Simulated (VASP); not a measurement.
# MoS (Pm-3m) in VASP: notebook, part 2 of 2

VASP 6.6.1. The steps go on from the part before.

### 3 Single point, PBE

This run uses another cell than the first one, of 13.56 Å³/atom.

Contents of INCAR:

```
  PREC = Accurate
  ENCUT = 520
  EDIFF = 1E-7
  ISMEAR = 0
  SIGMA = 0.1
  LREAL = False
  LASPH = True
  NELM = 80
  ALGO = Normal
  ISIF = 2
  LWAVE = False
  LCHARG = True
  GGA = PE
  LELF = True
  LVHAR = True
  NBANDS = 17
```

Contents of KPOINTS:

```
Automatic mesh
0
Gamma
  18 18 18
```

Contents of POSCAR:

```
MoS
1.0
    3.0047652150      0.0000000000      0.0000000000
    0.0000000000      3.0047652150      0.0000000000
    0.0000000000      0.0000000000      3.0047652150
Mo S
1 1
Direct
    0.5000000000      0.5000000000      0.5000000000
    0.0000000000      0.0000000000      0.0000000000
```

Potentials or basis: VASP PAW PBE potentials, release 64 (Mo_sv, S).

Launch:

```
$ cat potpaw_PBE.64/Mo_sv/POTCAR potpaw_PBE.64/S/POTCAR > POTCAR
$ mpirun -np 1 vasp_std > vasp.out
```

OUTCAR:

```text
PREC = Accurate
   ENCUT = 520
   EDIFF = 1E-7
   ISMEAR = 0
   LREAL = False
   LASPH = True
   NELM = 80
   ISIF = 2
   GGA = PE

 ion  position               nearest neighbor table
   1  0.500  0.500  0.500-   2 2.60   2 2.60   2 2.60   2 2.60   2 2.60   2 2.60   2 2.60   2 2.60

   2  0.000  0.000  0.000-   1 2.60   1 2.60   1 2.60   1 2.60   1 2.60   1 2.60   1 2.60   1 2.60

  LATTYP: Found a simple cubic cell.
 ALAT       =     3.0047652150

  Lattice vectors:

 A1 = (   3.0047652150,   0.0000000000,   0.0000000000)
 A2 = (   0.0000000000,   3.0047652150,   0.0000000000)
 A3 = (   0.0000000000,   0.0000000000,   3.0047652150)

Analysis of symmetry for initial positions (statically):
=====================================================================
 Subroutine PRICEL returns:
 Original cell was already a primitive cell.

 Routine SETGRP: Setting up the symmetry group for a
 simple cubic supercell.

 Subroutine GETGRP returns: Found 48 space group operations
 (whereof 48 operations were pure point group operations)
 out of a pool of 48 trial point group operations.

The static configuration has the point symmetry O_h .

Analysis of symmetry for dynamics (positions and initial velocities):
=====================================================================
 Subroutine PRICEL returns:
 Original cell was already a primitive cell.

 Routine SETGRP: Setting up the symmetry group for a
 simple cubic supercell.

 Subroutine GETGRP returns: Found 48 space group operations
 (whereof 48 operations were pure point group operations)
 out of a pool of 48 trial point group operations.

The dynamic configuration has the point symmetry O_h .

 Subroutine INISYM returns: Found 48 space group operations
 (whereof 48 operations are pure point group operations),
 and found     1 'primitive' translations

----------------------------------------------------------------------------------------

                                     Primitive cell

  volume of cell :      27.1289

  direct lattice vectors                    reciprocal lattice vectors
     3.004765215  0.000000000  0.000000000     0.332804705  0.000000000  0.000000000
     0.000000000  3.004765215  0.000000000     0.000000000  0.332804705  0.000000000
     0.000000000  0.000000000  3.004765215     0.000000000  0.000000000  0.332804705

  length of vectors
     3.004765215  3.004765215  3.004765215     0.332804705  0.332804705  0.332804705

  position of ions in fractional coordinates (direct lattice)
     0.500000000  0.500000000  0.500000000
     0.000000000  0.000000000  0.000000000

  ion indices of the primitive-cell ions
   primitive index   ion index
                 1           1
                 2           2

----------------------------------------------------------------------------------------

 KPOINTS: Automatic mesh

Automatic generation of k-mesh.
 Grid dimensions read from file:
 generate k-points for:   18   18   18

 Generating k-lattice:

  Cartesian coordinates                     Fractional coordinates (reciprocal lattice)
     0.018489150  0.000000000  0.000000000     0.055555556  0.000000000  0.000000000
     0.000000000  0.018489150  0.000000000     0.000000000  0.055555556  0.000000000
     0.000000000  0.000000000  0.018489150     0.000000000  0.000000000  0.055555556

  Length of vectors
     0.018489150  0.018489150  0.018489150

  Shift w.r.t. Gamma in fractional coordinates (k-lattice)
     0.000000000  0.000000000  0.000000000

 Subroutine IBZKPT returns following result:
 ===========================================

 Found    220 irreducible k-points:

 Following reciprocal coordinates:
            Coordinates               Weight
  0.000000  0.000000  0.000000      1.000000
  0.055556  0.000000  0.000000      6.000000
  0.111111  0.000000  0.000000      6.000000
  0.166667  0.000000  0.000000      6.000000
  0.222222  0.000000  0.000000      6.000000
  0.277778  0.000000  0.000000      6.000000
[... 16 lines left out ...]
  0.277778  0.111111  0.000000     24.000000
  0.333333  0.111111  0.000000     24.000000
 [... further k-points ...]
   k-points           NKPTS =    220   k-points in BZ     NKDIM =    220   number of bands    NBANDS=     17
   number of dos      NEDOS =    301   number of ions     NIONS =      2
   total plane-waves  NPLWV =  13824
   dimension x,y,z NGX =    24 NGY =   24 NGZ =   24
   dimension x,y,z NGXF=    48 NGYF=   48 NGZF=   48
   ions per type =               1   1
   NGX,Y,Z   is equivalent  to a cutoff of  13.28, 13.28, 13.28 a.u.
   NGXF,Y,Z  is equivalent  to a cutoff of  26.56, 26.56, 26.56 a.u.
 SYSTEM =  unknown system
   PREC   = accura    normal or accurate (medium, high low for compatibility)
   ISTART =      0    job   : 0-new  1-cont  2-samecut
   ICHARG =      2    charge: 1-file 2-atom 10-const
   ISPIN  =      1    spin polarized calculation?
   LNONCOLLINEAR =      F non collinear calculations
   LSORBIT =      F    spin-orbit coupling
   LASPH  =      T    aspherical Exc in radial PAW
   ENCUT  =  520.0 eV  38.22 Ry    6.18 a.u.   5.59  5.59  5.59*2*pi/ulx,y,z
   NELM   =     80;   NELMIN=  2; NELMDL= -5     # of ELM steps
   EDIFF  = 0.1E-06   stopping-criterion for ELM
   LREAL  =      F    real-space projection
   EDIFFG = 0.1E-05   stopping-criterion for IOM
   NSW    =      0    number of steps for IOM
   IBRION =     -1    ionic relax: 0-MD 1-quasi-New 2-CG
   NFREE  =      0    steps in history (QN), initial steepest desc. (CG)
   ISIF   =      2    stress and relaxation
   ISYM   =      2    0-nonsym 1-usesym 2-fastsym
   POTIM  = 0.5000    time-step for ionic-motion
   TEBEG  =    0.0;   TEEND  =   0.0 temperature during run
   PSTRESS=    0.0 pullay stress
   NELECT =      20.0000    total number of electrons
   NUPDOWN=      -1.0000    fix difference up-down
   EMIN   =  10.00;   EMAX   =-10.00  energy-range for DOS
   EFERMI =   0.00;   METHOD = LEGACY
   ISMEAR =     0;   SIGMA  =   0.10  broadening in eV -4-tet -1-fermi 0-gaus
   EFERMI_NEDOS =   21; number of points for ismear=-14 and -15
   IALGO  =     38    algorithm
   IMIX   =      4    mixing-type and parameters
     AMIX     =   0.40;   BMIX     =  1.00
     AMIX_MAG =   1.60;   BMIX_MAG =  1.00
  volume/ion in A,a.u.               =      13.56        91.54
  Fermi-wavevector in a.u.,A,eV,Ry     =   1.478907  2.794730 29.758211  2.187167
  Thomas-Fermi vector in A             =   2.593130
   LORBIT       =      0    0 simple, 1 ext, 2 COOP (PROOUT), +10 PAW based schemes
   GGA     = PE    functional components
   LHFCALC =     F    Hartree Fock is set to
   AEXX    =    0.0000 exact exchange contribution
   IVDW    =     0    specifies the selected vdW correction
   LEPSILON=     F    determine dielectric tensor
   LRPA    =     F    only Hartree local field effects (RPA)
 non-spin polarized calculation
 Gauss-broadening in eV      SIGMA  =   0.10
  energy-cutoff  :      520.00
  volume of cell :       27.13
 maximum number of plane-waves:       743
 NGX is ok and might be reduce to    24
   NGX = 11   NGY = 11   NGZ = 11

 number of electron      20.0000005 magnetization

 Free energy of the ion-electron system (eV)
  ---------------------------------------------------
  ext. energy  EPLUGINS =         0.00000000
  ---------------------------------------------------
  free energy    TOTEN  =       -15.35216634 eV

  energy without entropy =      -15.34644128  energy(sigma->0) =      -15.34930381

 E-fermi :  13.0593     XC(G=0): -13.0698

 val. band max:       13.0466396039   @ k =   0.5000   0.3889   0.2222
 cond. band min:      13.0603479626   @ k =   0.3333   0.3333   0.1667
 fundamental gap:      0.0137083587
 Fermi energy:        13.0592592798

 k-point     1 :       0.0000    0.0000    0.0000
  band No.  band energies     occupation
      1     -48.2103      2.00000
      2     -22.1370      2.00000
      3     -22.1370      2.00000
      4     -22.1370      2.00000
      5      -3.7914      2.00000
      6       8.8871      2.00000
[... 9 lines left out ...]
     16      22.3789      0.00000
     17      29.8964      0.00000
[... 441 lines left out ...]
 k-point    24 :       0.3333    0.1111    0.0000
  band No.  band energies     occupation
      1     -48.1761      2.00000
      2     -22.4806      2.00000
      3     -22.1563      2.00000
      4     -22.0990      2.00000
      5      -2.3368      2.00000
      6       5.1563      2.00000
[... 9 lines left out ...]
     16      22.4223      0.00000
     17      23.3927      0.00000

 [... further k-points ...]

------------------------ aborting loop because EDIFF is reached ----------------------------------------

  FORCE on cell =-STRESS in cart. coord.  units (eV):
  Direction    XX          YY          ZZ          XY          YZ          ZX
  --------------------------------------------------------------------------------------
  -------------------------------------------------------------------------------------
  Total        0.0313895      0.0313895      0.0313895      0.0000000      0.0000000     -0.0000000
  in kB        1.8538016      1.8538016      1.8538016      0.0000000      0.0000000     -0.0000000
  external PRESSURE =       1.8538016 kB  Pullay stress =       0.0000000 kB

 VOLUME and BASIS-vectors are now :
 -----------------------------------------------------------------------------
  energy-cutoff  :      520.00
  volume of cell :       27.13
      direct lattice vectors                 reciprocal lattice vectors
     3.004765215  0.000000000  0.000000000     0.332804705  0.000000000  0.000000000
     0.000000000  3.004765215  0.000000000     0.000000000  0.332804705  0.000000000
     0.000000000  0.000000000  3.004765215     0.000000000  0.000000000  0.332804705

 POSITION                                       TOTAL-FORCE (eV/Angst)
 -----------------------------------------------------------------------------------
      1.50238      1.50238      1.50238         0.000000      0.000000      0.000000
      0.00000      0.00000      0.00000         0.000000      0.000000      0.000000
 -----------------------------------------------------------------------------------
    total drift:                                0.000000     -0.000000     -0.000000

  FREE ENERGIE OF THE ION-ELECTRON SYSTEM (eV)
  ---------------------------------------------------
  free  energy   TOTEN  =       -15.3521663420 eV

  energy  without entropy=      -15.3464412789  energy(sigma->0) =      -15.34930381
```

Run time: 37 s. Hardware: 1 thread of Intel Xeon Platinum 8559C (Emerald Rapids), shared host; peak memory 0.21 GiB.

What came out:

- Free energy: -15.3522 eV
- Pressure: 0.2 GPa
- Band gap on the k mesh: zero (bands 10 and 11 overlap by 4.04 eV)

Levels at points of the mesh, in eV from the Fermi level:
| k point | band 6 | band 7 | band 8 | band 9 | band 10 | band 11 | band 12 | band 13 | band 14 | band 15 |
| --- | --- | --- | --- | --- | --- | --- | --- | --- | --- | --- |
| (0.00, 0.00, 0.00) | -4.17 | -4.17 | -2.44 | -2.44 | -2.44 | 0.77 | 0.77 | 0.77 | 4.32 | 9.32 |
| (0.50, 0.00, 0.00) | -9.29 | -4.30 | -4.30 | -2.99 | 1.28 | 2.20 | 4.14 | 4.14 | 4.73 | 6.41 |
| (0.50, 0.50, 0.00) | -6.58 | -6.58 | -3.54 | -1.19 | -1.18 | -1.18 | 0.43 | 2.72 | 5.71 | 10.94 |
| (0.50, 0.50, 0.50) | -8.34 | -8.34 | -8.34 | 2.86 | 2.86 | 3.23 | 3.23 | 3.23 | 4.87 | 4.87 |

### 4 Relaxation of cell and atoms, PBE

This run uses another cell than the first one, of 13.55 Å³/atom.

Contents of INCAR:

```
PREC     = Accurate       # precision mode
ENCUT    = 600            # plane-wave cutoff, eV
EDIFF    = 1E-6           # SCF threshold, eV
ISMEAR   = 0              # smearing method
SIGMA    = 0.1            # smearing width, eV
LREAL    = False          # projectors in reciprocal space
LASPH    = True           # aspherical terms in the spheres
NELM     = 80             # most SCF steps
ALGO     = Normal         # electronic algorithm
ISIF     = 3              # what is computed and relaxed
LWAVE    = False          # write WAVECAR
LCHARG   = False          # write CHGCAR
GGA      = PE             # functional
IBRION   = 2              # ionic algorithm
NSW      = 100            # ionic steps
EDIFFG   = -0.01          # ionic threshold
```

KPOINTS is that of step 3.

Contents of POSCAR:

```
MoS
1.0
    3.0033422856      0.0000000000      0.0000000000
    0.0000000000      3.0033422856      0.0000000000
    0.0000000000      0.0000000000      3.0033422856
Mo S
1 1
Direct
    0.5000000000      0.5000000000      0.5000000000
    0.0000000000      0.0000000000      0.0000000000
```

Potentials or basis: VASP PAW PBE potentials, release 64 (Mo_sv, S).

Launch:

```
$ cat potpaw_PBE.64/Mo_sv/POTCAR potpaw_PBE.64/S/POTCAR > POTCAR
$ mpirun -np 1 vasp_std > vasp.out
```

OUTCAR:

```text
PREC = Accurate
   ENCUT = 600
   EDIFF = 1E-6
   ISMEAR = 0
   LREAL = False
   LASPH = True
   NELM = 80
   ISIF = 3
   GGA = PE
   IBRION = 2
   NSW = 100
   EDIFFG = -0.01

 ion  position               nearest neighbor table
   1  0.500  0.500  0.500-   2 2.60   2 2.60   2 2.60   2 2.60   2 2.60   2 2.60   2 2.60   2 2.60

   2  0.000  0.000  0.000-   1 2.60   1 2.60   1 2.60   1 2.60   1 2.60   1 2.60   1 2.60   1 2.60

  LATTYP: Found a simple cubic cell.
 ALAT       =     3.0033422856

  Lattice vectors:

 A1 = (   3.0033422856,   0.0000000000,   0.0000000000)
 A2 = (   0.0000000000,   3.0033422856,   0.0000000000)
 A3 = (   0.0000000000,   0.0000000000,   3.0033422856)

Analysis of symmetry for initial positions (statically):
=====================================================================
 Subroutine PRICEL returns:
 Original cell was already a primitive cell.

 Routine SETGRP: Setting up the symmetry group for a
 simple cubic supercell.

 Subroutine GETGRP returns: Found 48 space group operations
 (whereof 48 operations were pure point group operations)
 out of a pool of 48 trial point group operations.

The static configuration has the point symmetry O_h .

Analysis of symmetry for dynamics (positions and initial velocities):
=====================================================================
 Subroutine PRICEL returns:
 Original cell was already a primitive cell.

 Routine SETGRP: Setting up the symmetry group for a
 simple cubic supercell.

 Subroutine GETGRP returns: Found 48 space group operations
 (whereof 48 operations were pure point group operations)
 out of a pool of 48 trial point group operations.

The dynamic configuration has the point symmetry O_h .

 Subroutine INISYM returns: Found 48 space group operations
 (whereof 48 operations are pure point group operations),
 and found     1 'primitive' translations

----------------------------------------------------------------------------------------

                                     Primitive cell
[... 137 lines left out ...]
  ext. energy  EPLUGINS =         0.00000000
  ---------------------------------------------------
  free energy    TOTEN  =       -15.35225018 eV

  energy without entropy =      -15.34655484  energy(sigma->0) =      -15.34940251

------------------------ aborting loop because EDIFF is reached ----------------------------------------

  FORCE on cell =-STRESS in cart. coord.  units (eV):
  Direction    XX          YY          ZZ          XY          YZ          ZX
  --------------------------------------------------------------------------------------
  -------------------------------------------------------------------------------------
  Total        0.0769955      0.0769955      0.0769955     -0.0000000     -0.0000000      0.0000000
  in kB        4.5536688      4.5536688      4.5536688     -0.0000000     -0.0000000      0.0000000
  external PRESSURE =       4.5536688 kB  Pullay stress =       0.0000000 kB
[... 59 lines left out ...]
--------------------------------------- Ionic step        3  -------------------------------------------

 number of electron      20.0000005 magnetization

 Free energy of the ion-electron system (eV)
  ---------------------------------------------------
  ext. energy  EPLUGINS =         0.00000000
  ---------------------------------------------------
  free energy    TOTEN  =       -15.35233065 eV

  energy without entropy =      -15.34659109  energy(sigma->0) =      -15.34946087

 E-fermi :  13.0476     XC(G=0): -13.0660

 val. band max:       13.0350426574   @ k =   0.5000   0.3889   0.2222
 cond. band min:      13.0482946110   @ k =   0.3333   0.3333   0.1667
 fundamental gap:      0.0132519536
 Fermi energy:        13.0475809006

 k-point     1 :       0.0000    0.0000    0.0000
  band No.  band energies     occupation
      1     -48.2221      2.00000
      2     -22.1495      2.00000
      3     -22.1495      2.00000
      4     -22.1495      2.00000
      5      -3.7973      2.00000
      6       8.8800      2.00000
      7       8.8800      2.00000
      8      10.6093      2.00000
      9      10.6093      2.00000
     10      10.6093      2.00000
     11      13.8192      0.00000
     12      13.8192      0.00000
     13      13.8192      0.00000
     14      17.3584      0.00000
[... 377 lines left out ...]
      1     -48.1880      2.00000
      2     -22.4921      2.00000
      3     -22.1687      2.00000
      4     -22.1115      2.00000
      5      -2.3444      2.00000
      6       5.1491      2.00000
      7       8.4576      2.00000
      8       9.2238      2.00000
      9      10.0977      2.00000
     10      13.6331      0.00000
     11      13.6770      0.00000
     12      15.4531      0.00000
     13      16.2688      0.00000
     14      19.2212      0.00000

 [... further k-points ...]

------------------------ aborting loop because EDIFF is reached ----------------------------------------

  FORCE on cell =-STRESS in cart. coord.  units (eV):
  Direction    XX          YY          ZZ          XY          YZ          ZX
  --------------------------------------------------------------------------------------
  -------------------------------------------------------------------------------------
  Total        0.0008717      0.0008717      0.0008717      0.0000000      0.0000000      0.0000000
  in kB        0.0514460      0.0514460      0.0514460      0.0000000      0.0000000      0.0000000
  external PRESSURE =       0.0514460 kB  Pullay stress =       0.0000000 kB
[... 17 lines left out ...]
  FREE ENERGIE OF THE ION-ELECTRON SYSTEM (eV)
  ---------------------------------------------------
  free  energy   TOTEN  =       -15.3523306490 eV

  energy  without entropy=      -15.3465910867  energy(sigma->0) =      -15.34946087

 reached required accuracy - stopping structural energy minimisation
```

Wall time 57 s (1 thread of Intel Xeon Platinum 8559C (Emerald Rapids), shared host); peak memory 0.23 GiB.

Results:

```yaml
Free_energy: -15.3523 eV
Relaxed_volume: 13.57 Å³/atom
Relaxed_cell: a = 3.005 Å, b = 3.005 Å, c = 3.005 Å, α = 90.00°, β = 90.00°, γ = 90.00°
Space_group_after_relaxing_to_0.1_Å: Pm-3m (No. 221)
Energy_gained_by_relaxing: 0.0 meV/atom
Ionic_steps: 3
Pressure_after_relaxing: 0.0 GPa
Band_gap_on_the_k_mesh: zero (bands 10 and 11 overlap by 4.04 eV)
```

Final structure:
```yaml
crystal:
  lattice:
    - [3.00544, 0.00000, 0.00000]
    - [0.00000, 3.00544, 0.00000]
    - [0.00000, 0.00000, 3.00544]
  atoms:
    - { symbol: Mo, position: [0.50000, 0.50000, 0.50000] }
    - { symbol: S, position: [0.00000, 0.00000, 0.00000] }
```

Levels at points of the mesh, in eV from the Fermi level:
```
           k point  band 7  band 8  band 9  band 10  band 11  band 12  band 13  band 14
(0.00, 0.00, 0.00)   -4.17   -2.44   -2.44    -2.44     0.77     0.77     0.77     4.31
(0.50, 0.00, 0.00)   -4.30   -4.30   -2.99     1.28     2.20     4.14     4.14     4.74
(0.50, 0.50, 0.00)   -6.58   -3.54   -1.19    -1.18    -1.18     0.42     2.72     5.70
(0.50, 0.50, 0.50)   -8.34   -8.34    2.85     2.85     3.22     3.22     3.22     4.87
```

### 5 Overview

```csv
task,spin,cell,k mesh,cutoff (eV),gap on the mesh (eV),pressure (GPa)
single point,collinear,"a = 3.440 Å, 2 atoms",6 × 6 × 6,520,none,-26.4
single point,off,"a = 3.005 Å, 2 atoms",18 × 18 × 18,520,none,0.2
relaxation of cell and atoms,off,"relaxed from a = 3.003 Å, 2 atoms",18 × 18 × 18,600,none,0.0
```

Alike in all rows: level PBE; potentials or basis VASP PAW PBE potentials, release 64 (Mo_sv, S); smearing gaussian 0.1 eV.

Caveats: the cell stands under tension (at least some runs).

Total energies depend on the potentials used, so only differences within one code and one set of settings carry meaning.

The gap in the log of VASP goes by the Fermi energy; the results here count the filled bands.